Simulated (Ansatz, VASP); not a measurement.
Two plane-wave programs on Ti

The input INCAR:

```
SYSTEM = Ti
PREC = Accurate
ENCUT = 520
EDIFF = 1E-6
ISMEAR = -1
SIGMA = 0.1
LREAL = .FALSE.
LASPH = .TRUE.
NELM = 80
ALGO = Normal
ISIF = 2
LWAVE = .FALSE.
LCHARG = .FALSE.
GGA = RE
NBANDS = 32
```

File KPOINTS:

```
regular mesh
0
G
  14 14 4
  0 0 0
```

File POSCAR:

```
Ti
1.0
    2.8315888641      0.0000000000      0.0000000000
   -1.4157944320      2.4522278894      0.0000000000
    0.0000000000      0.0000000000      9.0611520744
Ti
4
Direct
    0.0000000000      1.0000000000      0.0000000000
    0.0000000000      1.0000000000      0.5000000000
    0.3333333333      0.6666666667      0.2500000000
    0.6666666667      0.3333333333      0.7500000000
```

Input for Ansatz:

```yaml
crystal:
  lattice:
    - [2.8315888641, 0.0, 0.0]
    - [-1.415794432, 2.4522278894, 0.0]
    - [0.0, 0.0, 9.0611520744]
  atoms:
    - { symbol: Ti, position: [0.0, 1.0, 0.0] }
    - { symbol: Ti, position: [0.0, 1.0, 0.5] }
    - { symbol: Ti, position: [0.3333333333, 0.6666666667, 0.25] }
    - { symbol: Ti, position: [0.6666666667, 0.3333333333, 0.75] }
hamiltonian:
  xc: revpbe
  pseudopotentials:
    kind: paw
    azcp:
      Ti: "pseudopotentials/Ti.paw.azcp"
basis:
  ecutwfc: 420
  fft_grid_basis: typed
kpoints:
  mp_grid: { grid: [14, 14, 4], shift: [0, 0, 0] }
magnetization:
  spin_polarized: false
scf:
  occupations: { method: fermi_dirac, width: 0.1 }
  lower_state_search: "off"
output:
  stress: true
```

Alike in both runs: task single point; functional revPBE; k mesh 14 × 14 × 4; occupations fermi-dirac, width 0.1 eV; no spin polarisation.

|  | VASP | Ansatz |
| --- | --- | --- |
| version | VASP 6.6.1 | Ansatz 0.2.0 |
| potentials or method | VASP PAW PBE potentials, release 64 (Ti_sv), cutoff 520 eV | plane waves (420 eV) with PAW, scalar-relativistic |
| valence electrons in the cell | 48 | 48 |

```tsv
	VASP	Ansatz	Ansatz less VASP
pressure (GPa)	16.3	16.7	+0.47
traceless stress, the component that is largest in VASP (GPa)	0.11	0.11	+0.005
```

VASP's potentials were made for PBE, not for revPBE.
